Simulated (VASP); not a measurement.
# Bi (Pm-3m) in VASP: a series of runs, part 2 of 2

VASP 6.6.1.

**3. Single point, BLYP (volume scaled by 0.92)**

The input, INCAR:

```
SYSTEM = Bi
PREC = Accurate
ENCUT = 520
EDIFF = 1E-6
ISMEAR = -1
SIGMA = 0.1
LREAL = .FALSE.
LASPH = .TRUE.
NELM = 80
ALGO = Normal
ISIF = 2
LWAVE = .FALSE.
LCHARG = .TRUE.
GGA = B5
ALDAX = 1.0
AGGAX = 1.0
AGGAC = 1.0
ALDAC = 0.0
LELF = .TRUE.
LVHAR = .TRUE.
NBANDS = 14
```

The input, KPOINTS:

```
Automatic mesh
0
G
  11 11 11
  0 0 0
```

The input, POSCAR:

```
Bi
1.0
    3.2663161100      0.0000000000      0.0000000000
    0.0000000000      3.2663161100      0.0000000000
    0.0000000000      0.0000000000      3.2663161100
Bi
1
Direct
    0.0000000000      0.0000000000      0.0000000000
```

Potentials or basis: VASP PAW PBE potentials, release 64 (Bi_d).

On the command line:

```sh
$ cat potpaw_PBE.64/Bi_d/POTCAR > POTCAR
$ mpirun -np 1 vasp_std > vasp.out
```

OUTCAR:

```text
SYSTEM = Bi
   PREC = Accurate
   ENCUT = 520
   EDIFF = 1E-6
   ISMEAR = -1
   LREAL = .FALSE.
   LASPH = .TRUE.
   NELM = 80
   ISIF = 2
   GGA = B5

 ion  position               nearest neighbor table
   1  0.000  0.000  0.000-

  LATTYP: Found a simple cubic cell.
 ALAT       =     3.2663161100

  Lattice vectors:

 A1 = (   3.2663161100,   0.0000000000,   0.0000000000)
 A2 = (   0.0000000000,   3.2663161100,   0.0000000000)
 A3 = (   0.0000000000,   0.0000000000,   3.2663161100)

[... 583 lines left out ...]
     13      18.8924      0.00000
     14      21.6648      0.00000

 [... further k-points ...]

------------------------ aborting loop because EDIFF is reached ----------------------------------------

  FORCE on cell =-STRESS in cart. coord.  units (eV):
  Direction    XX          YY          ZZ          XY          YZ          ZX
  --------------------------------------------------------------------------------------
  -------------------------------------------------------------------------------------
  Total        0.8801479      0.8801479      0.8801479      0.0000000     -0.0000000      0.0000000
  in kB       40.4661230     40.4661230     40.4661230      0.0000000     -0.0000000      0.0000000
  external PRESSURE =      40.4661230 kB  Pullay stress =       0.0000000 kB

 VOLUME and BASIS-vectors are now :
 -----------------------------------------------------------------------------
  energy-cutoff  :      520.00
  volume of cell :       34.85
      direct lattice vectors                 reciprocal lattice vectors
     3.266316110  0.000000000  0.000000000     0.306155304  0.000000000  0.000000000
     0.000000000  3.266316110  0.000000000     0.000000000  0.306155304  0.000000000
     0.000000000  0.000000000  3.266316110     0.000000000  0.000000000  0.306155304

 POSITION                                       TOTAL-FORCE (eV/Angst)
 -----------------------------------------------------------------------------------
      0.00000      0.00000      0.00000         0.000000      0.000000      0.000000
 -----------------------------------------------------------------------------------
    total drift:                                0.000000      0.000000      0.000000

  FREE ENERGIE OF THE ION-ELECTRON SYSTEM (eV)
  ---------------------------------------------------
  free  energy   TOTEN  =        -3.1522627754 eV

  energy  without entropy=       -3.1310702140  energy(sigma->0) =       -3.14166649
```

Run time: 22 s. Hardware: 1 thread of Intel Xeon 8259CL, shared host; peak memory 0.15 GiB.

Results:

```yaml
Free_energy: -3.1523 eV
Pressure: 4.0 GPa
```

Levels at points of the mesh, in eV from the Fermi level:
```
           k point  band 5  band 6  band 7  band 8  band 9  band 10
(0.00, 0.00, 0.00)  -22.51  -13.02    3.08    3.08    3.08     6.74
```

Caveat: the cell differs from its parent crystal (volume scaled by 0.92); the PAW data sets were made with another functional, which shifts forces and pressure a little; spin-orbit coupling is left out, which moves the levels of the heavy elements.

**4. Single point, BLYP (volume scaled by 0.96)**

The input, INCAR:

```
SYSTEM = Bi
AGGAC = 1.0
AGGAX = 1.0
ALDAC = 0.0
ALDAX = 1.0
ALGO = Normal
EDIFF = 1E-6
ENCUT = 520
GGA = B5
ISIF = 2
ISMEAR = -1
LASPH = .True.
LCHARG = .False.
LREAL = .False.
LWAVE = .False.
NBANDS = 14
NELM = 100
PREC = Accurate
SIGMA = 0.1
```

The input, KPOINTS:

```
k-points
0
Gamma
  11 11 11
  0 0 0
```

The input, POSCAR:

```
Bi
1.0
    3.3129840738      0.0000000000      0.0000000000
    0.0000000000      3.3129840738      0.0000000000
    0.0000000000      0.0000000000      3.3129840738
Bi
1
Direct
    0.0000000000      0.0000000000      0.0000000000
```

On the command line:

```sh
$ cat potpaw_PBE.64/Bi_d/POTCAR > POTCAR
$ mpirun -np 1 vasp_std > vasp.out
```

It took 33 s on 1 thread of Intel Xeon 8259CL, shared host; peak memory 0.17 GiB.

Results (log left out):

```yaml
Free_energy: -3.1801 eV
Pressure: 1.9 GPa
```

Levels at points of the mesh, in eV from the Fermi level:
| k point | band 3 | band 4 | band 5 | band 6 | band 7 | band 8 | band 9 | band 10 | band 11 | band 12 |
| --- | --- | --- | --- | --- | --- | --- | --- | --- | --- | --- |
| (0.00, 0.00, 0.00) | -22.48 | -22.48 | -22.48 | -12.75 | 2.97 | 2.97 | 2.97 | 6.52 | 7.90 | 7.90 |

Caveat: the cell differs from its parent crystal (volume scaled by 0.96); the PAW data sets were made with another functional, which shifts forces and pressure a little; spin-orbit coupling is left out, which moves the levels of the heavy elements.

**5. Single point, BLYP**

This run uses another cell than the first one, of 37.88 Å³/atom, 1.136 times its volume.

The input, INCAR:

```
SYSTEM = Bi
AGGAC = 1.0 ; AGGAX = 1.0
ALDAC = 0.0 ; ALDAX = 1.0
ALGO = Normal ; EDIFF = 1E-6
ENCUT = 520 ; GGA = B5
ISIF = 2 ; ISMEAR = -1
LASPH = .True. ; LCHARG = .False.
LREAL = .False. ; LWAVE = .False.
NBANDS = 14 ; NELM = 100
PREC = Accurate ; SIGMA = 0.1
```

The input, KPOINTS:

```
k-points
0
Gamma
  10 10 10
  0 0 0
```

The input, POSCAR:

```
Bi
1.0
    3.3583730575      0.0000000000      0.0000000000
    0.0000000000      3.3583730575      0.0000000000
    0.0000000000      0.0000000000      3.3583730575
Bi
1
Direct
    0.0000000000      0.0000000000      0.0000000000
```

On the command line:

```sh
$ cat potpaw_PBE.64/Bi_d/POTCAR > POTCAR
$ mpirun -np 1 vasp_std > vasp.out
```

Run time: 38 s. Hardware: 1 thread of Intel Xeon 8259CL, shared host; peak memory 0.17 GiB.

Results (log left out):

```yaml
Free_energy: -3.1940 eV
Pressure: 0.1 GPa
```

Levels at points of the mesh, in eV from the Fermi level:
```csv
k point,band 3,band 4,band 5,band 6,band 7,band 8,band 9,band 10,band 11,band 12
"(0.00, 0.00, 0.00)",-22.46,-22.46,-22.46,-12.51,2.87,2.87,2.87,6.31,7.79,7.79
"(0.50, 0.00, 0.00)",-22.52,-22.50,-22.46,-10.97,-4.27,4.42,4.42,9.49,9.87,9.96
"(0.50, 0.50, 0.00)",-22.52,-22.52,-22.37,-9.45,-2.69,-2.69,3.36,5.99,11.96,11.96
"(0.50, 0.50, 0.50)",-22.59,-22.37,-22.37,-7.91,-1.21,-1.21,-1.21,5.67,5.67,5.67
```

Caveat: the PAW data sets were made with another functional, which shifts forces and pressure a little; spin-orbit coupling is left out, which moves the levels of the heavy elements.

**6. The runs side by side**

| cell | k mesh | gap on the mesh (eV) | pressure (GPa) |
| --- | --- | --- | --- |
| a = 3.218 Å, 1 atom | 11 × 11 × 11 | none | 6.7 |
| a = 3.266 Å, 1 atom | 11 × 11 × 11 | none | 4.0 |
| a = 3.313 Å, 1 atom | 11 × 11 × 11 | none | 1.9 |
| a = 3.358 Å, 1 atom | 10 × 10 × 10 | none | 0.1 |

Alike in all rows: task single point; level BLYP; potentials or basis VASP PAW PBE potentials, release 64 (Bi_d); no spin polarisation; cutoff (eV) 520; smearing fermi-dirac 0.1 eV.

Caveats: the PAW data sets were made with another functional, which shifts forces and pressure a little; spin-orbit coupling is left out, which moves the levels of the heavy elements.

Total energies depend on the potentials used, so only differences within one code and one set of settings carry meaning.
